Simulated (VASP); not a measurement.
A run of VASP 6.6.1 is set up as follows.

Contents of POSCAR:

```
Sc
1.0
    3.1936129662      0.0000000000      0.0000000000
   -1.5968064831      2.7657499585      0.0000000000
    0.0000000000      0.0000000000      4.8716860465
Sc
2
Direct
    0.3333333333      0.6666666667      0.2500000000
    0.6666666667      0.3333333333      0.7500000000
```

File INCAR.step1:

```
SYSTEM = Sc
PREC = Accurate ; ENCUT = 520
ISMEAR = 1 ; SIGMA = 0.05
LREAL = .False. ; LASPH = .True.
NELM = 60 ; NBANDS = 18
GGA = PE ; ALGO = Normal
EDIFF = 1E-4 ; LWAVE = .True.
LCHARG = .False.
```

The input INCAR.step2:

```
SYSTEM = Sc
PREC = Accurate ; ENCUT = 520
EDIFF = 1E-6 ; ISMEAR = 1
SIGMA = 0.05 ; LREAL = .False.
LASPH = .True. ; NELM = 60
ALGO = Normal ; ISIF = 2
LWAVE = .False. ; LCHARG = .False.
METAGGA = R2SCAN ; LMIXTAU = .True.
NBANDS = 18 ; ISTART = 1
```

The input KPOINTS:

```
Automatic mesh
0
Gamma
  8 8 4
  0 0 0
```

Potentials or basis: VASP PAW PBE potentials, release 64 (Sc_sv).

Launch:

```sh
$ cat potpaw_PBE.64/Sc_sv/POTCAR > POTCAR
$ cp INCAR.step1 INCAR
$ mpirun -np 1 vasp_std > vasp.out
$ cp INCAR.step2 INCAR
$ mpirun -np 1 vasp_std > vasp.out
```

Task: What does it give for the pressure?

Result: 10.3 GPa.

Task: Predict the band gap on the k mesh.

Result: Zero (bands 11 and 12 overlap by 1.92 eV).

Caveat: the cell stands under pressure; the PAW data sets were made with another functional, which shifts forces and pressure a little.
